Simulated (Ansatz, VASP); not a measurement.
Given: the input of a run of VASP 6.6.1 on Sb.

INCAR

```
ALGO = Normal
EDIFF = 1E-7
ENCUT = 500
ISIF = 2
ISMEAR = 0
LASPH = T
LCHARG = T
LELF = T
LREAL = F
LVHAR = T
LWAVE = F
NELM = 80
PREC = Accurate
SIGMA = 0.05
```

The input KPOINTS:

```
k-points
0
Gamma
  8 8 8
```

The input POSCAR:

```
Sb
1.0
    2.1542000000      1.2437279499      3.7580000000
   -2.1542000000      1.2437279499      3.7580000000
    0.0000000000     -2.4874558998      3.7580000000
Sb
2
Cartesian
    0.0000000000      0.0000000000      8.6416337400
    0.0000000000      0.0000000000      2.6323662600
```

Potentials or basis: VASP PAW LDA potentials, release 64 (Sb).

Command:

```console
$ cat potpaw_LDA.64/Sb/POTCAR > POTCAR
$ mpirun -np 1 vasp_std > vasp.out
```

Problem. Set up the same calculation for Ansatz 0.2.0. Potentials there: Ansatz PAW.

Solution. As run (the cutoff follows the program's own potentials):

File input.yaml:

```yaml
crystal:
  lattice:
    - [2.1542, 1.2437279499, 3.758]
    - [-2.1542, 1.2437279499, 3.758]
    - [0.0, -2.4874558998, 3.758]
  atoms:
    - { symbol: Sb, position: [0.76651, 0.76651, 0.76651] }
    - { symbol: Sb, position: [0.23349, 0.23349, 0.23349] }
hamiltonian:
  xc: lda
  pseudopotentials: { kind: paw }
kpoints:
  mp_grid: { grid: [8, 8, 8] }
scf:
  occupations: { method: gaussian, width: 0.05 }
output:
  forces: true
  stress: true
  eigenvalues: true
```

Potentials or basis: Ansatz PAW.

Command:

```sh
$ ansatz run input.yaml --threads 2 --pin off --max-ram 5632MiB --backend cpu --events-out ev --progress --plain --runs-dir out
```

Both were run:

|  | VASP | Ansatz | Ansatz less VASP |
| --- | --- | --- | --- |
| gap on the k mesh at the Fermi level (eV) | none | none | - |
| pressure (GPa) | -0.9 | -1.2 | -0.27 |
| traceless stress, the component that is largest in VASP (GPa) | -0.44 | -0.37 | +0.064 |
| rms of the force components (eV/Å) | 0.037 | 0.002 | -0.0354 |

LDA's correlation is that of Perdew and Zunger in VASP and of Perdew and Wang (1992) in Ansatz. Atom by atom the forces differ by 0.039 eV/Å (rms over components). A gap of «none» marks a metal or a gap that the smearing closes. VASP's potentials hold 10 valence electrons a cell and Ansatz's 30, so a difference there can come from the potentials and not from the codes.

Neither program's run includes spin-orbit coupling.
